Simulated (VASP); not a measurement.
**CdS: single point with PBEsol**

Crystal: CdS.

```
Cd S
1.0
     0.00000    2.69925    2.69925
     2.69925    0.00000    2.69925
     2.69925    2.69925    0.00000
Cd S
1 1
Direct
  0.00000 0.00000 0.00000
  0.50000 0.50000 0.50000
```

```yaml
Program: VASP 6.6.1
Task: single point
Functional: PBEsol
Potentials_or_basis: VASP PAW PBE potentials, release 64 (Cd, S)
Cutoff: 520 eV
k_mesh: 6 × 6 × 6
Occupations: fermi-dirac, width 0.01 eV
Spin: no spin polarisation
Dipole_correction: no
Further_INCAR_settings: ALGO = Normal; EDIFF = 1e-06; NBANDS = 16
```

| Quantity | Value |
| --- | --- |
| Pressure | 0.5 GPa |
| Band gap on the k mesh | 0.11 eV, indirect (least direct gap 1.81 eV) |

Levels at points of the mesh, in eV from the valence-band top:
```csv
k point,band 6,band 7,band 8,band 9,band 10,band 11,band 12,band 13
"(0.00, 0.00, 0.00)",-7.71,-0.84,-0.84,-0.84,0.96,9.15,9.15,9.15
"(0.50, 0.00, 0.00)",-7.47,-5.11,0.00,0.00,3.31,5.76,5.76,7.09
"(0.50, 0.50, 0.00)",-6.62,-4.60,-2.35,-2.35,0.11,5.84,10.00,11.45
```

Wall time 10 s on 1 thread of Intel(R) Xeon(R) Platinum 8259CL CPU @ 2.50GHz (Skylake/Cascade Lake), with other jobs on the host, peak memory 0.15 GiB.

Caveat: the PAW data sets were made with another functional, which shifts forces and pressure a little. A k mesh can miss the band edges.
